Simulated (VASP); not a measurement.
Runs of VASP 6.6.1 on CoO. The structure is that of space group Pm-3m (No. 221), or close to it. The cells are those of the table. 

```tsv
task	spin	cell	k mesh	cutoff (eV)	smearing	gap on the mesh (eV)	pressure (GPa)	moment (μB)	relaxed volume (Å³/atom)
single point	collinear, ferromagnetic start	a = 2.661 Å, 2 atoms	10 × 10 × 10	520	gaussian 0.02 eV	1.03	(b)	3.00	-
single point	off	a = 2.661 Å, 2 atoms	10 × 10 × 10	520	gaussian 0.02 eV	none	-22.2	-	-
single point	collinear, ferromagnetic start	a = 2.558 Å, 2 atoms	8 × 8 × 8	520	gaussian 0.1 eV	1.47	21.9	3.00	-
relaxation of cell and atoms	collinear, ferromagnetic start	relaxed from a = 2.558 Å, 2 atoms	8 × 8 × 8	600	gaussian 0.1 eV	(c)	-0.1	3.00	9.22
relaxation of cell and atoms	off	relaxed from a = 2.661 Å, 2 atoms	10 × 10 × 10	600	gaussian 0.02 eV	none	-0.1	-	8.22
single point	collinear, ferromagnetic start	a = 2.660 Å, 2 atoms	8 × 8 × 8	520	gaussian 0.1 eV	1.04	(a)	3.00	-
single point	collinear, ferromagnetic start	a = 2.812 Å, 2 atoms	10 × 10 × 10	520	gaussian 0.02 eV	none	-22.3	3.00	-
single point	off	a = 2.564 Å, 2 atoms	10 × 10 × 10	520	gaussian 0.02 eV	none	-5.1	-	-
```

Alike in all rows: level PBE+U; potentials or basis VASP PAW PBE potentials, release 64 (Co, O); Co d U = 3.32 eV.

Problem. Fill in the values left out.

Solution. (a) -3.7; (b) -3.8; (c) 1.17.

Caveats: the cell stands under tension (at least some runs); a cell with one magnetic atom can't hold antiferromagnetic order, which such compounds often take (at least some runs); an odd number of electrons without spin polarisation forces a metal (at least some runs); a magnetic or distorted state may lie lower (at least some runs); U without spin polarisation on a metal has little footing (at least some runs); the cell stands under pressure (at least some runs).

A k mesh can miss the band edges.

A gap of «none» marks levels without a gap at the run's occupations.
